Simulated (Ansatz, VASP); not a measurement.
Sb2W: VASP beside Ansatz

```
W Sb
1.0
     3.46494    0.00000    0.00000
    -1.73247    2.94071    0.00000
     0.00000    0.00000    6.71742
W Sb
1 2
Direct
  0.00000 0.00000 0.00000
  0.33333 0.66667 0.28475
  0.66667 0.33333 0.71525
```

Change from the starting cell: strain e2 = -0.02, atoms carried along.

Alike in both runs: task single point; functional PBE; k mesh 12 × 12 × 6; occupations gaussian, width 0.05 eV; no spin polarisation.

```csv
,VASP,Ansatz
version,VASP 6.6.1,Ansatz 0.2.0
potentials or method,"VASP PAW PBE potentials, release 64 (W_sv, Sb), cutoff 520 eV","scalar-relativistic, plane waves, PAW"
valence electrons in the cell,24,44
```

VASP gave:

| Property | Result |
| --- | --- |
| gap on the k mesh at the Fermi level (eV) | none |
| pressure (GPa) | 2.2 |
| traceless stress, the component that is largest in VASP (GPa) | 1.22 |
| rms of the force components (eV/Å) | 0.085 |

**Question.** Which values does Ansatz return?

**Answer.** gap on the k mesh at the Fermi level (eV): none; pressure (GPa): 2.3; traceless stress, the component that is largest in VASP (GPa): 1.19; rms of the force components (eV/Å): 0.080.

Atom by atom the forces differ by 0.005 eV/Å (rms over components). A gap of «none» marks a metal or a gap that the smearing closes. With one functional, cell and mesh, what is left measures potentials, basis and numerics. VASP's potentials hold 24 valence electrons a cell and Ansatz's 44, so a difference there can come from the potentials and not from the codes.

Neither program's run includes spin-orbit coupling.
